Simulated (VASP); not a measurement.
Input of a VASP 6.6.1 run:

INCAR

```
SYSTEM = Pd
ALGO = Normal
EDIFF = 1E-7
ENCUT = 520
GGA = CA
ISIF = 2
ISMEAR = -1
LASPH = .True.
LCHARG = .False.
LREAL = .False.
LWAVE = .False.
NBANDS = 11
NELM = 60
PREC = Accurate
SIGMA = 0.2
```

File KPOINTS:

```
k-points
0
Gamma
  14 14 14
  0 0 0
```

Contents of POSCAR:

```
Pd
1.0
    0.0000000000      1.9211411165      1.9211411165
    1.9211411165      0.0000000000      1.9211411165
    1.9211411165      1.9211411165      0.0000000000
Pd
1
Direct
    0.0000000000      0.0000000000      0.0000000000
```

Potentials or basis: VASP PAW LDA potentials, release 64 (Pd).

Run with:

```console
$ cat potpaw_LDA.64/Pd/POTCAR > POTCAR
$ mpirun -np 1 vasp_std > vasp.out
```

(1) What does it give for the pressure?

(2) Estimate the band gap on the k mesh.

## Answers

(1) 0.9 GPa.

(2) zero (band 5 reaches 10.60 eV, above the bottom of band 6 at 8.89 eV).
